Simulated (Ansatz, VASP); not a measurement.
W: VASP beside Ansatz

INCAR

```
SYSTEM = W
PREC = Accurate ; ENCUT = 520
EDIFF = 1E-7 ; ISMEAR = 0
SIGMA = 0.15 ; LREAL = .False.
LASPH = .True. ; NELM = 100
ALGO = Fast ; ISIF = 2
LWAVE = .False. ; LCHARG = .False.
GGA = PS ; NBANDS = 13
```

Contents of KPOINTS:

```
regular mesh
0
Gamma
  20 20 20
  0 0 0
```

The input POSCAR:

```
W
1.0
   -1.5973000000      1.5973000000      1.5334080000
    1.5973000000     -1.5973000000      1.5334080000
    1.5973000000      1.5973000000     -1.5334080000
W
1
Direct
    0.0000000000      0.0000000000      0.0000000000
```

Input for Ansatz:

```yaml
crystal:
  lattice:
    - [-1.5973, 1.5973, 1.533408]
    - [1.5973, -1.5973, 1.533408]
    - [1.5973, 1.5973, -1.533408]
  atoms:
    - { symbol: W, position: [0.0, 0.0, 0.0] }
basis:
  ecutwfc: 420
kpoints:
  mp_grid: { grid: [20, 20, 20] }
hamiltonian:
  xc: pbesol
scf:
  occupations: { method: gaussian, width: 0.15 }
output:
  forces: true
  stress: true
  eigenvalues: true
```

Change from the starting cell: strain +0.000 along x and y, -0.040 along z, atoms carried along.

Alike in both runs: task single point; functional PBEsol; k mesh 20 × 20 × 20; occupations gaussian, width 0.15 eV; no spin polarisation.

|  | VASP | Ansatz |
| --- | --- | --- |
| version | VASP 6.6.1 | Ansatz 0.2.0 |
| potentials or method | VASP PAW PBE potentials, release 64 (W_sv), cutoff 520 eV | scalar-relativistic, plane waves, PAW |
| valence electrons in the cell | 14 | 14 |

|  | VASP | Ansatz | Ansatz less VASP |
| --- | --- | --- | --- |
| gap on the k mesh at the Fermi level (eV) | none | none | - |
| pressure (GPa) | 1.8 | 1.1 | -0.67 |
| traceless stress, the component that is largest in VASP (GPa) | 9.99 | 9.98 | -0.012 |

VASP's potentials were made for PBE, not for PBEsol. A gap of «none» marks a metal or a gap that the smearing closes. The functional is the same, so the differences come from potentials, cutoffs and numerics.

Neither program's run includes spin-orbit coupling.
